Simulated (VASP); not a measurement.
Wanted: the native input for a VASP 6.6.1 run.

```
Task                   : relaxation of cell and atoms
Functional             : PBEsol
Potentials or basis    : VASP PAW PBE potentials, release 64 (Au)
Cutoff                 : 600 eV
k mesh                 : 18 × 18 × 18
Occupations            : gaussian, width 0.1 eV
Spin                   : no spin polarisation
Target pressure        : 3 GPa
Dipole correction      : no
Further INCAR settings : ALGO = Fast; EDIFF = 1e-07; IBRION = 2; EDIFFG = -0.008; NSW = 70; ISIF = 3
```

The structure of Au lies in POSCAR:

```
Au
1.0
    0.0000000000      2.0226664292      2.0226664292
    2.0226664292      0.0000000000      2.0226664292
    2.0226664292      2.0226664292      0.0000000000
Au
1
Direct
    0.0000000000      0.0000000000      0.0000000000
```

One way to write it, as run:

INCAR

```
  PREC = Accurate
  ENCUT = 600
  EDIFF = 1E-7
  ISMEAR = 0
  SIGMA = 0.1
  LREAL = False
  LASPH = True
  NELM = 80
  ALGO = Fast
  ISIF = 3
  LWAVE = False
  LCHARG = False
  GGA = PS
  IBRION = 2
  NSW = 70
  EDIFFG = -0.008
  PSTRESS = 30.0
```

KPOINTS

```
regular mesh
0
Gamma
  18 18 18
```

Potentials or basis: VASP PAW PBE potentials, release 64 (Au).

Run with:

```bash
$ cat potpaw_PBE.64/Au/POTCAR > POTCAR
$ mpirun -np 1 vasp_std > vasp.out
```

Results of the run:

The relaxed volume is 16.73 Å³/atom, the relaxed cell is a = 2.871 Å, b = 2.871 Å, c = 2.871 Å, α = 60.00°, β = 60.00°, γ = 60.00° and the space group after relaxing (to 0.05 Å) is Fm-3m (No. 225). The energy change on relaxing (the enthalpy is what falls) is -4.6 meV/atom. The ionic steps are 3 and the pressure after relaxing is 2.9 GPa.

Caveat: the cell is relaxed towards a set pressure, so the enthalpy falls and the energy may rise; the PAW data sets were made with another functional, which shifts forces and pressure a little.

Wall time 36 s on 1 thread of Intel(R) Xeon(R) Platinum 8559C (Emerald Rapids), with other jobs on the host, peak memory 0.18 GiB.
